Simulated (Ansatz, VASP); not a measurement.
## Two plane-wave programs on CsSnI3

The input INCAR:

```
SYSTEM = CsSnI3
  ALGO = Fast
  EDIFF = 1E-7
  ENCUT = 520
  GGA = PS
  ISIF = 2
  ISMEAR = 0
  LASPH = .TRUE.
  LCHARG = .FALSE.
  LREAL = .FALSE.
  LWAVE = .FALSE.
  NBANDS = 30
  NELM = 100
  PREC = Accurate
  SIGMA = 0.01
```

KPOINTS

```
k-points
0
G
  6 6 6
  0 0 0
```

The input POSCAR:

```
CsSnI3
1.0
    6.0088513463      0.0000000000      0.0000000000
    0.0000000000      6.0088513463      0.0000000000
    0.0000000000      0.0000000000      6.0088513463
Cs Sn I
1 1 3
Direct
    0.0000000000      0.0000000000      0.0000000000
    0.5000000000      0.5000000000      0.5000000000
    0.0000000000      0.5000000000      0.5000000000
    0.5000000000      0.0000000000      0.5000000000
    0.5000000000      0.5000000000      0.0000000000
```

Input for Ansatz:

```yaml
crystal:
  lattice:
    - [6.0088513463, 0.0, 0.0]
    - [0.0, 6.0088513463, 0.0]
    - [0.0, 0.0, 6.0088513463]
  atoms:
    - { symbol: Cs, position: [0.0, 0.0, 0.0] }
    - { symbol: Sn, position: [0.5, 0.5, 0.5] }
    - { symbol: I, position: [0.0, 0.5, 0.5] }
    - { symbol: I, position: [0.5, 0.0, 0.5] }
    - { symbol: I, position: [0.5, 0.5, 0.0] }
basis:
  ecutwfc: 420
kpoints:
  mp_grid: { grid: [6, 6, 6] }
hamiltonian:
  xc: pbesol
scf:
  occupations: { method: gaussian, width: 0.01 }
output:
  forces: true
  stress: true
  eigenvalues: true
```

Alike in both runs: task single point; functional PBEsol; k mesh 6 × 6 × 6; occupations gaussian, width 0.01 eV; no spin polarisation.

|  | VASP | Ansatz |
| --- | --- | --- |
| version | VASP 6.6.1 | Ansatz 0.2.0 |
| potentials or method | VASP PAW PBE potentials, release 64 (Cs_sv, Sn_d, I), cutoff 520 eV | scalar-relativistic, plane waves, PAW |
| valence electrons in the cell | 44 | 74 |

|  | VASP | Ansatz | Ansatz less VASP |
| --- | --- | --- | --- |
| gap on the k mesh at the Fermi level (eV) | none | none | - |
| pressure (GPa) | 1.3 | 1.3 | -0.01 |

VASP's potentials were made for PBE, not for PBEsol. A gap of «none» marks a metal or a gap that the smearing closes. VASP's potentials hold 44 valence electrons a cell and Ansatz's 74, so a difference there can come from the potentials and not from the codes.

Neither program's run includes spin-orbit coupling.
